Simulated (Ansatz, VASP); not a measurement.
# One calculation of MnFeC4N4, two programs

```
CELL_PARAMETERS angstrom
6.00642 0.00000 0.00000
0.00000 6.00642 0.00000
0.00000 0.00000 6.00642
ATOMIC_POSITIONS crystal
Mn 0.00000 0.00000 0.00000
Fe 0.50000 0.50000 0.50000
C 0.19923 0.19923 0.19923
C 0.19923 0.80077 0.80077
C 0.80077 0.19923 0.80077
C 0.80077 0.80077 0.19923
N 0.31176 0.31176 0.31176
N 0.31176 0.68824 0.68824
N 0.68824 0.31176 0.68824
N 0.68824 0.68824 0.31176
```

Alike in both runs: functional PBE; k mesh 4 × 4 × 4; occupations gaussian, width 0.1 eV; collinear spin.

Ansatz relaxed the structure, and its values are those at the end. VASP's run is a single point on that final structure, the one shown.

```csv
,VASP,Ansatz
version,VASP 6.6.1,Ansatz 0.2.0
potentials or method,"VASP PAW PBE potentials, release 64 (Mn_pv, Fe, C, N), cutoff 520 eV","scalar-relativistic, plane waves, PAW"
valence electrons in the cell,57,67
```

Ansatz gave:

- gap on the k mesh at the Fermi level (eV): none
- pressure (GPa): 0.2
- rms of the force components (eV/Å): 0.011
- net moment per atom (μB): 0.90
- size of the moment on the site where the two differ most (μB): 3.20

Task: What did VASP give for the same quantities?

Result: gap on the k mesh at the Fermi level (eV): none; pressure (GPa): -2.0; rms of the force components (eV/Å): 0.764; net moment per atom (μB): 0.48; size of the moment on the site where the two differ most (μB): 0.16.

The net moments are unlike, so the other rows may belong to different states. Site moments also hang on the region over which each program counts them. A gap of «none» marks a metal or a gap that the smearing closes. VASP's potentials hold 57 valence electrons a cell and Ansatz's 67, so a difference there can come from the potentials and not from the codes.

Noted on VASP's run: the standard files for N, O and F lose accuracy on very short bonds.
